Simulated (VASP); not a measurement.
Write the native input for VASP 6.6.1 that does the following.

* Task: single point
* Functional: PBE
* Potentials or basis: VASP PAW PBE potentials, release 64 (Sr_sv, O)
* Cutoff: 520 eV
* k mesh: 8 × 8 × 8
* Occupations: fermi-dirac, width 0.02 eV
* Spin: no spin polarisation
* Dipole correction: no
* Further INCAR settings: ALGO = Normal; EDIFF = 1e-06; NBANDS = 15

The structure of SrO lies in POSCAR:

```
SrO
1.0
   -0.0513960000      2.5441020000      2.5441020000
    2.5441020000     -0.0513960000      2.5441020000
    2.5441020000      2.5441020000     -0.0513960000
Sr O
1 1
Direct
    0.0000000000      0.0000000000      0.0000000000
    0.5000000000      0.5000000000      0.5000000000
```

This cell differs from its parent crystal: equal xy, yz and zx shear strains of -2 %.

One way to write it, as run:

INCAR

```
  ALGO = Normal
  EDIFF = 1E-6
  ENCUT = 520
  GGA = PE
  ISIF = 2
  ISMEAR = -1
  LASPH = T
  LCHARG = F
  LREAL = F
  LWAVE = F
  NBANDS = 15
  NELM = 100
  PREC = Accurate
  SIGMA = 0.02
```

KPOINTS

```
k-points
0
Gamma
  8 8 8
```

Potentials or basis: VASP PAW PBE potentials, release 64 (Sr_sv, O).

The run is started by

```sh
$ cat potpaw_PBE.64/Sr_sv/POTCAR potpaw_PBE.64/O/POTCAR > POTCAR
$ mpirun -np 1 vasp_std > vasp.out
```

It gave:

```yaml
Pressure: 3.5 GPa
Band_gap_on_the_k_mesh: 3.22 eV, indirect (least direct gap 3.32 eV)
```

Caveat: the cell differs from its parent crystal (equal xy, yz and zx shear strains of -2 %).

It took 20 s on 1 thread of Intel(R) Xeon(R) 6975P-C (Granite Rapids), on a shared host, peak memory 0.18 GiB.
